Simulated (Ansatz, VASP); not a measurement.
TaAs in VASP and in Ansatz

Contents of INCAR:

```
  PREC = Accurate
  ENCUT = 600
  EDIFF = 1E-6
  ISMEAR = 0
  SIGMA = 0.03
  LREAL = False
  LASPH = True
  NELM = 100
  ALGO = Normal
  ISIF = 3
  LWAVE = False
  LCHARG = False
  GGA = PS
  IBRION = 2
  NSW = 100
  EDIFFG = -0.003
```

The input KPOINTS:

```
regular mesh
0
Gamma
  10 10 10
```

POSCAR

```
TaAs
1.0
   -1.7218133622      1.7218133622      5.8679415361
    1.7218133622     -1.7218133622      5.8679415361
    1.7218133622      1.7218133622     -5.8679415361
Ta As
2 2
Direct
    0.2499673000      0.7499673000      0.5000000000
    0.4999673000      0.4999673000      0.0000000000
    0.8326321200      0.3326321200      0.5000000000
    0.0826321200      0.0826321200      0.0000000000
```

Input for Ansatz:

```yaml
crystal:
  lattice:
    - [-1.7218133622, 1.7218133622, 5.8679415361]
    - [1.7218133622, -1.7218133622, 5.8679415361]
    - [1.7218133622, 1.7218133622, -5.8679415361]
  atoms:
    - { symbol: Ta, position: [0.2499673, 0.7499673, 0.5] }
    - { symbol: Ta, position: [0.4999673, 0.4999673, 0.0] }
    - { symbol: As, position: [0.83263212, 0.33263212, 0.5] }
    - { symbol: As, position: [0.08263212, 0.08263212, 0.0] }
scf:
  occupations: { method: gaussian, width: 0.03 }
output:
  forces: true
  stress: true
  eigenvalues: true
  write_density: true
  write_potential: true
  elf: true
  volumetric_format: npy
kpoints:
  mp_grid: { grid: [10, 10, 10] }
relax:
  f_tol: 0.003
  max_steps: 80
  cell: { stress_tol: 0.03 }
hamiltonian:
  xc: pbesol
```

Alike in both runs: task relaxation of cell and atoms; functional PBEsol; k mesh 10 × 10 × 10; occupations gaussian, width 0.03 eV; no spin polarisation.

|  | VASP | Ansatz |
| --- | --- | --- |
| version | VASP 6.6.1 | Ansatz 0.2.0 |
| potentials or method | VASP PAW PBE potentials, release 64 (Ta_pv, As) | scalar-relativistic, plane waves, PAW |
| plane-wave cutoff (eV) | 600 | 420 |
| valence electrons in the cell | 32 | 56 |

```tsv
	VASP	Ansatz	Ansatz less VASP
relaxed volume (Å³/atom)	17.09	17.03	-0.059
relaxed cell length with the largest relative difference (Å)	6.289	6.284	-0.0059
```

VASP's potentials were made for PBE, not for PBEsol. VASP's potentials hold 32 valence electrons a cell and Ansatz's 56, so a difference there can come from the potentials and not from the codes.

Spin-orbit coupling is off throughout.
